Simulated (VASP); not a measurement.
# Zn16H (a cell with a defect) in VASP: single point with PBE

Aim: the single point of Zn16H (a cell with a defect) with PBE.

Program: VASP 6.6.1. These are calculated values, not measurements. Logs are shortened: lines on timing, memory, paths and dates and some standing lists are left out, and cuts for length are marked.

### 1 The cell of the first run

The cell holds a defect, 17 atoms: a = 6.805 Å, b = 6.805 Å, c = 6.805 Å, α = 109.47°, β = 109.47°, γ = 109.47°.

### 2 Single point, PBE

The input, INCAR:

```
SYSTEM = Zn16H
PREC = Accurate ; ENCUT = 520
EDIFF = 1E-6 ; ISMEAR = 0
SIGMA = 0.1 ; LREAL = Auto
LASPH = .True. ; NELM = 80
ALGO = Normal ; ISIF = 2
LWAVE = .False. ; LCHARG = .True.
GGA = PE ; LELF = .True.
LVHAR = .True. ; NBANDS = 110
```

The input, KPOINTS:

```
Automatic mesh
0
Gamma
  4 4 4
  0.5 0.5 0.5
```

The input, POSCAR:

```
Zn16H
1.0
   -3.9288069975     -3.9288069975     -3.9288069975
   -3.9288069975      3.9288069975      3.9288069975
    3.9288069975      3.9288069975     -3.9288069975
Zn H
16 1
Direct
    0.7793130337      0.0291883771      0.3018178294
    0.4979820850      0.0037167771      0.5018200185
    0.2541819948     -0.0034301761      0.7514429958
    0.7463182849      0.5044895311      0.7515066283
    0.7500970401      0.2559320172     -0.0000078904
    0.5027486719      0.2451139750      0.2485535687
    0.2517715939      0.2464662939      0.4982732675
    0.0069032406      0.2572753003      0.7652143518
    0.0057929799      0.0005509306      0.0000124720
    0.7534896730      0.7481923907      0.5017426413
    0.4774608427      0.7273858201      0.6981724991
    0.4998832982      0.4941064810      0.0000137446
    0.2416879986      0.4920610764      0.2347838671
   -0.0038613503      0.5018783059      0.4981622923
    0.2438247795      0.7502343592     -0.0000095449
   -0.0051826165      0.7529766674      0.2484933723
    0.5789419031     -0.1690094475     -0.0000215078
```

Potentials or basis: VASP PAW PBE potentials, release 64 (Zn, H).

Command:

```bash
$ cat potpaw_PBE.64/Zn/POTCAR potpaw_PBE.64/H/POTCAR > POTCAR
$ mpirun -np 1 vasp_std > vasp.out
```

OUTCAR:

```text
SYSTEM = Zn16H
   PREC = Accurate
   ENCUT = 520
   EDIFF = 1E-6
   ISMEAR = 0
   LREAL = Auto
   LASPH = .True.
   NELM = 80
   ISIF = 2
   GGA = PE

 ion  position               nearest neighbor table
   1  0.779  0.029  0.302-  17 1.72   8 2.57   7 2.64  14 2.64  10 2.68   2 2.69  16 2.75   6 2.75
                             9 2.95   5 2.95  12 2.98  15 2.98
   2  0.498  0.004  0.502-  11 2.64   1 2.69   7 2.72   3 2.74   6 2.75   5 2.77   4 2.78  15 2.79
                            16 2.80   8 2.83  10 2.84  13 2.84
   3  0.254  0.997  0.751-   2 2.74  14 2.75  15 2.75  11 2.75   5 2.76   9 2.76   6 2.76  12 2.76
                            10 2.78   7 2.80  16 2.80   8 2.82
   4  0.746  0.504  0.752-  10 2.74  11 2.75   7 2.75  12 2.75   9 2.76  16 2.76   5 2.76  15 2.76
                             2 2.78  14 2.80   6 2.80   8 2.82
   5  0.750  0.256  1.000-  12 2.71   8 2.73  13 2.73   6 2.76   3 2.76   4 2.76  16 2.76  14 2.77
                             2 2.77   9 2.84  11 2.95   1 2.95
   6  0.503  0.245  0.249-  14 2.74   2 2.75  15 2.75   1 2.75   5 2.76   9 2.76   3 2.76  12 2.76
                             7 2.78  10 2.80   4 2.80  13 2.82
   7  0.252  0.246  0.498-   1 2.64  11 2.68   2 2.72  16 2.74   4 2.75   9 2.77   6 2.78  12 2.79
                             3 2.80  13 2.83  14 2.84   8 2.84
   8  0.007  0.257  0.765-   1 2.57  13 2.61   9 2.73   5 2.73  15 2.74  12 2.74   4 2.82   3 2.82
                             2 2.83  10 2.83  14 2.84   7 2.84
   9  0.006  0.001  0.000-  15 2.71  13 2.73   8 2.73  16 2.76   4 2.76   6 2.76   3 2.76   7 2.77
                            10 2.77   5 2.84   1 2.95  11 2.95
  10  0.753  0.748  0.502-  11 2.64   1 2.68  14 2.72   4 2.74  16 2.75   9 2.77   3 2.78  12 2.79
                             6 2.80   8 2.83   2 2.84  13 2.84
  11  0.477  0.727  0.698-  17 1.72  13 2.57  10 2.64   2 2.64   7 2.68  14 2.69   4 2.75   3 2.75
                             9 2.95   5 2.95  12 2.98  15 2.98
  12  0.500  0.494  0.000-   5 2.71  13 2.74   8 2.74  16 2.75   4 2.75   6 2.76   3 2.76  10 2.79
                             7 2.79  15 2.85   1 2.98  11 2.98
  13  0.242  0.492  0.235-  11 2.57   8 2.61   9 2.73   5 2.73  15 2.74  12 2.74  16 2.82   6 2.82
                            14 2.83   7 2.83   2 2.84  10 2.84
  14  0.996  0.502  0.498-   1 2.64  11 2.69  10 2.72   6 2.74   3 2.75   5 2.77  16 2.78  15 2.79
                             4 2.80  13 2.83   7 2.84   8 2.84
  15  0.244  0.750  1.000-   9 2.71   8 2.74  13 2.74   6 2.75   3 2.75   4 2.76  16 2.76  14 2.79
                             2 2.79  12 2.85  11 2.98   1 2.98
  16  0.995  0.753  0.248-   7 2.74   1 2.75  10 2.75  12 2.75   9 2.76   4 2.76   5 2.76  15 2.76
                            14 2.78   2 2.80   3 2.80  13 2.82
  17  0.579  0.831  1.000-  11 1.72   1 1.72

  LATTYP: Found a body centered cubic cell.
 ALAT       =     7.8576139950

  Lattice vectors:

 A1 = (  -3.9288069975,  -3.9288069975,  -3.9288069975)
 A2 = (  -3.9288069975,   3.9288069975,   3.9288069975)
 A3 = (   3.9288069975,   3.9288069975,  -3.9288069975)

Analysis of symmetry for initial positions (statically):
=====================================================================
 Subroutine PRICEL returns:
[... 173 lines left out ...]
     AMIX_MAG =   1.60;   BMIX_MAG =  1.00
  volume/ion in A,a.u.               =      14.27        96.29
  Fermi-wavevector in a.u.,A,eV,Ry     =   1.516980  2.866677 31.310120  2.301229
  Thomas-Fermi vector in A             =   2.626297
   LORBIT       =      0    0 simple, 1 ext, 2 COOP (PROOUT), +10 PAW based schemes
   GGA     = PE    functional components
   LHFCALC =     F    Hartree Fock is set to
   AEXX    =    0.0000 exact exchange contribution
   IVDW    =     0    specifies the selected vdW correction
   LEPSILON=     F    determine dielectric tensor
   LRPA    =     F    only Hartree local field effects (RPA)
 non-spin polarized calculation
 Gauss-broadening in eV      SIGMA  =   0.10
  energy-cutoff  :      520.00
  volume of cell :      242.57
 maximum number of plane-waves:      6564
 NGX is ok and might be reduce to    54
   NGX = 25   NGY = 25   NGZ = 25

 number of electron     193.0000004 magnetization

 Free energy of the ion-electron system (eV)
  ---------------------------------------------------
  ext. energy  EPLUGINS =         0.00000000
  ---------------------------------------------------
  free energy    TOTEN  =       -19.55285867 eV

  energy without entropy =      -19.51110567  energy(sigma->0) =      -19.53198217

 E-fermi :   3.1105     XC(G=0): -11.6237

 val. band max:        3.0964056951   @ k =  -0.3750   0.3750   0.3750
 cond. band min:       3.1184683679   @ k =   0.3750  -0.3750   0.1250
 fundamental gap:      0.0220626728
 Fermi energy:         3.1105085590

 k-point     1 :       0.1250    0.1250    0.1250
  band No.  band energies     occupation
      1      -7.0323      2.00000
      2      -5.7444      2.00000
      3      -5.1791      2.00000
      4      -5.1540      2.00000
      5      -5.1167      2.00000
      6      -5.1123      2.00000
[... 2653 lines left out ...]
    107       6.9144      0.00000
    108       7.5697      0.00000

 [... further k-points ...]

 [bands above 108 left out]

------------------------ aborting loop because EDIFF is reached ----------------------------------------

  FORCE on cell =-STRESS in cart. coord.  units (eV):
  Direction    XX          YY          ZZ          XY          YZ          ZX
  --------------------------------------------------------------------------------------
  -------------------------------------------------------------------------------------
  Total        2.7503210      4.9231723      4.9229826     -0.0025038     -0.7345417     -0.0028909
  in kB       18.1656896     32.5172300     32.5159770     -0.0165371     -4.8515994     -0.0190942
  external PRESSURE =      27.7329655 kB  Pullay stress =       0.0000000 kB

 VOLUME and BASIS-vectors are now :
 -----------------------------------------------------------------------------
  energy-cutoff  :      520.00
  volume of cell :      242.57
      direct lattice vectors                 reciprocal lattice vectors
    -3.928806998 -3.928806998 -3.928806998    -0.127265096  0.000000000 -0.127265096
    -3.928806998  3.928806998  3.928806998    -0.127265096  0.127265096  0.000000000
     3.928806998  3.928806998 -3.928806998     0.000000000  0.127265096 -0.127265096

 POSITION                                       TOTAL-FORCE (eV/Angst)
 -----------------------------------------------------------------------------------
     -1.99066     -1.76131     -4.13288        -0.039053      0.011316     -0.009889
      0.00048      0.02968     -3.91343        -0.018017      0.000614     -0.009528
     -1.96169      5.86897     -0.03558        -0.015199      0.012963      0.005269
     -1.96166      2.00243     -3.90262        -0.015288     -0.003458     -0.014347
     -0.02372      1.98730     -5.87025         0.003054     -0.003540     -0.003557
     -1.96169     -0.03568     -1.98872        -0.015185      0.005240      0.012981
[... 9 lines left out ...]
     -5.89046      0.02614     -1.92643        -0.015295     -0.014341     -0.003466
     -1.61063      4.91897     -2.93847         0.312390     -0.000631     -0.001482
 -----------------------------------------------------------------------------------
    total drift:                               -0.000862     -0.001162     -0.000913

  FREE ENERGIE OF THE ION-ELECTRON SYSTEM (eV)
  ---------------------------------------------------
  free  energy   TOTEN  =       -19.5528586724 eV

  energy  without entropy=      -19.5111056668  energy(sigma->0) =      -19.53198217
```

stdout:

```text
POSCAR found type information on POSCAR ZnH
 POSCAR found :  2 types and      17 ions
 scaLAPACK will be used
 LDA part: xc-table for (Slater+PW92), standard interpolation
 POSCAR, INCAR and KPOINTS ok, starting setup
 FFT: planning ... GRIDC
 FFT: planning ... GRID_SOFT
 FFT: planning ... GRID
 WAVECAR not read
 entering main loop
```

It took 47 min on 1 thread of Intel Xeon 8259CL, shared host; peak memory 0.73 GiB.

What came out:

```
Free energy            : -19.5529 eV
Pressure               : 2.8 GPa
Largest force          : 0.312 eV/Å
Band gap on the k mesh : zero (an odd number of electrons rules out a gap without spin polarisation)
```

Forces in eV/Å, atoms in the order of the input:
```
Zn  -0.039  0.011 -0.010
Zn  -0.018  0.001 -0.010
Zn  -0.015  0.013  0.005
Zn  -0.015 -0.003 -0.014
Zn   0.003 -0.004 -0.004
Zn  -0.015  0.005  0.013
Zn  -0.018  0.000  0.011
Zn  -0.017 -0.005  0.004
Zn   0.004  0.003  0.003
Zn  -0.018  0.011  0.000
Zn  -0.039 -0.010  0.012
Zn  -0.037  0.005  0.005
Zn  -0.017  0.004 -0.005
Zn  -0.018 -0.009  0.001
Zn  -0.037 -0.006 -0.006
Zn  -0.015 -0.014 -0.003
H    0.312 -0.001 -0.001
```

Stress tensor (GPa, compression positive):
```
 1.82  0.00  0.00
 0.00  3.25 -0.49
 0.00 -0.49  3.25
```

The gap in the log of VASP goes by the Fermi energy; the results here count the filled bands.